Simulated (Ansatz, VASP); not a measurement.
# TePb in VASP and in Ansatz

```
CELL_PARAMETERS angstrom
0.00000 3.26867 3.26867
3.26867 0.00000 3.26867
3.26867 3.26867 0.00000
ATOMIC_POSITIONS crystal
Te 0.50000 0.50000 0.50000
Pb 0.00000 0.00000 0.00000
```

Alike in both runs: functional r2SCAN; k mesh 8 × 8 × 8; occupations fermi-dirac, width 0.02 eV; no spin polarisation.

Ansatz relaxed the structure, and its values are those at the end. VASP's run is a single point on that final structure, the one shown.

```csv
,VASP,Ansatz
version,VASP 6.6.1,Ansatz 0.2.0
potentials or method,"VASP PAW PBE potentials, release 64 (Te, Pb_d), cutoff 520 eV",PAW plane waves
valence electrons in the cell,20,30
```

VASP gave:

* gap on the k mesh at the Fermi level (eV): 1.09
* pressure (GPa): -0.1

Problem. What did Ansatz give for the same quantities?

Solution. gap on the k mesh at the Fermi level (eV): 1.10; pressure (GPa): 0.0.

VASP's potentials were made for PBE, not for r2SCAN. VASP's potentials hold 20 valence electrons a cell and Ansatz's 30, so a difference there can come from the potentials and not from the codes. Ansatz's warnings: stress scf threshold loose.

Spin-orbit coupling is off throughout.
